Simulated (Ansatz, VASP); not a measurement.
One calculation of SnTe, two programs

```
Te Sn
1.0
     0.00000    3.65867    3.65867
     3.65867    0.00000    3.65867
     3.65867    3.65867    0.00000
Te Sn
1 1
Direct
  0.25000 0.25000 0.25000
  0.00000 0.00000 0.00000
```

Change from the starting cell: volume scaled by 1.04.

Alike in both runs: task single point; functional LDA; k mesh 7 × 7 × 7; occupations fermi-dirac, width 0.05 eV; no spin polarisation.

|  | VASP | Ansatz |
| --- | --- | --- |
| version | VASP 6.6.1 | Ansatz 0.2.0 |
| potentials or method | VASP PAW LDA potentials, release 64 (Te, Sn_d), cutoff 520 eV | all-electron LAPW, scalar-relativistic |

|  | VASP | Ansatz | Ansatz less VASP |
| --- | --- | --- | --- |
| gap on the k mesh at the Fermi level (eV) | 0.33 | 0.34 | +0.009 |
| least direct gap on the mesh (eV) | 0.79 | 0.80 | +0.006 |
| pressure (GPa) | -2.9 | -2.9 | -0.02 |

LDA's correlation is that of Perdew and Zunger in VASP and of Perdew and Wang (1992) in Ansatz. Ansatz ran all-electron here, and VASP with PAW potentials.

Spin-orbit coupling is off throughout.
